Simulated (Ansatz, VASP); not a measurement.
One calculation of Cu2Sb3, two programs

```
Cu Sb
1.0
     6.53316    0.00000    0.00000
    -3.26658    5.65788    0.00000
     0.00000    0.00000    3.94474
Cu Sb
2 3
Cartesian
  0.0000 3.7719 1.9724
  3.2666 1.8860 1.9724
  3.2666 0.0000 0.0000
  -1.6333 2.8289 0.0000
  1.6333 2.8289 0.0000
```

Alike in both runs: functional PBE; k mesh 6 × 6 × 2; occupations gaussian, width 0.1 eV; no spin polarisation.

Ansatz relaxed the structure, and its values are those at the end. VASP's run is a single point on that final structure, the one shown.

|  | VASP | Ansatz |
| --- | --- | --- |
| version | VASP 6.6.1 | Ansatz 0.2.0 |
| potentials or method | VASP PAW PBE potentials, release 64 (Cu, Sb), cutoff 520 eV | scalar-relativistic, plane waves, PAW |
| valence electrons in the cell | 37 | 83 |

|  | VASP | Ansatz | Ansatz less VASP |
| --- | --- | --- | --- |
| gap on the k mesh at the Fermi level (eV) | none | none | - |
| pressure (GPa) | -0.1 | -0.1 | -0.01 |

A gap of «none» marks a metal or a gap that the smearing closes. With one functional, cell and mesh, what is left measures potentials, basis and numerics. VASP's potentials hold 37 valence electrons a cell and Ansatz's 83, so a difference there can come from the potentials and not from the codes.

The k mesh is coarse, so the values compare programs but aren't converged. Spin-orbit coupling is off throughout.
